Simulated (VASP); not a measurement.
Here is a VASP 6.6.1 calculation.

File INCAR:

```
  PREC = Accurate
  ENCUT = 520
  EDIFF = 1E-7
  ISMEAR = -1
  SIGMA = 0.2482
  LREAL = Auto
  LASPH = True
  NELM = 100
  ALGO = Normal
  ISIF = 2
  LWAVE = False
  LCHARG = True
  GGA = PE
  LELF = True
  LVHAR = True
  NBANDS = 87
  ISYM = 0
```

Contents of KPOINTS:

```
Automatic mesh
0
Gamma
  1 1 1
  0.25 0.25 0.25
```

Contents of POSCAR:

```
AlSi8NO16
1.0
    7.6361610000     -0.1511100000     -0.0835260000
   -0.1511100000      7.3133010000     -0.0381800000
   -0.0835260000     -0.0381800000      6.8622450000
Al N Si O
1 1 8 16
Direct
    0.3663034664      0.7377676300      0.7051238817
    0.5367163695      0.4811759337      0.7748618810
    0.6150430492      0.6168787771      0.2958622896
    0.7354238079      0.4484627662      0.6171897560
    0.0434375636      0.7174543089      0.7334328010
    0.2302208830      0.5479836232      0.3897459861
    0.3097438843      0.9115011145      0.0972659502
    0.0384997836      0.0807123764     -0.0384179913
    0.9301663689      0.0958518290      0.6154488362
    0.6476202245      0.9332717725      0.1495415047
    0.4168836304      0.4716738107      0.2580740163
    0.2462022836      0.7458439613      0.2593179950
    1.2878890900      0.4974015474      0.6165875767
    0.4661031430      1.0480834460      0.1437367155
    0.0782706161      0.1843823542      0.7650912128
    0.4284024027      0.8813254416      0.8794223675
    0.7636540486      0.4662334640      0.3383943246
    0.6763227838      0.7311938746      0.0844881695
    0.8913542696      0.5476182238      0.7444043925
    0.4997410635      0.3085528830      0.7364388653
    0.8338663086      0.0386906435      0.0261336816
    0.0894407590      0.8468322715      0.9544239072
    0.1673575969      0.1190313585      0.1334401975
    0.6183670462      0.7441771518      0.5702740735
    0.7988526990      0.2308070008      0.5510329611
    0.9950944895      0.9034005434      0.5611411564
```

Potentials or basis: VASP PAW PBE potentials, release 64 (Al, N, Si, O).

Run with:

```sh
$ cat potpaw_PBE.64/Al/POTCAR potpaw_PBE.64/N/POTCAR potpaw_PBE.64/Si/POTCAR potpaw_PBE.64/O/POTCAR > POTCAR
$ mpirun -np 1 vasp_std > vasp.out
```

Q: Predict the pressure.

A: 1.2 GPa.

Q: Predict the largest force.

A: 6.455 eV/Å.

Stress tensor (GPa, compression positive):
```
 1.82 -3.98 10.11
-3.98  3.09  1.42
10.11  1.42 -1.23
```

Caveat: the k points lie up to 0.92 Å⁻¹ apart.
